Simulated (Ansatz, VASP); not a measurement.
**ScTa3Os: VASP beside Ansatz**

```
CELL_PARAMETERS angstrom
4.88411 0.00000 0.00000
0.00000 4.88411 0.00000
0.00000 0.00000 4.88411
ATOMIC_POSITIONS crystal
Sc 0.00000 0.00000 0.00000
Ta 0.00000 0.50000 0.50000
Ta 0.50000 0.00000 0.50000
Ta 0.50000 0.50000 0.00000
Os 0.50000 0.50000 0.50000
```

Alike in both runs: task relaxation of cell and atoms; functional PBE; k mesh 8 × 8 × 8; occupations gaussian, width 0.1 eV; no spin polarisation.

|  | VASP | Ansatz |
| --- | --- | --- |
| version | VASP 6.6.1 | Ansatz 0.2.0 |
| potentials or method | VASP PAW PBE potentials, release 64 (Sc_sv, Ta_pv, Os), cutoff 600 eV | scalar-relativistic, plane waves, PAW |
| valence electrons in the cell | 52 | 66 |

```tsv
	VASP	Ansatz	Ansatz less VASP
gap on the k mesh at the Fermi level, each at its own relaxed structure (eV)	none	none	-
relaxed volume (Å³/atom)	23.29	23.20	-0.083
relaxed cell length with the largest relative difference (Å)	4.883	4.877	-0.0058
```

A gap of «none» marks a metal or a gap that the smearing closes. VASP's potentials hold 52 valence electrons a cell and Ansatz's 66, so a difference there can come from the potentials and not from the codes.

Neither program's run includes spin-orbit coupling.
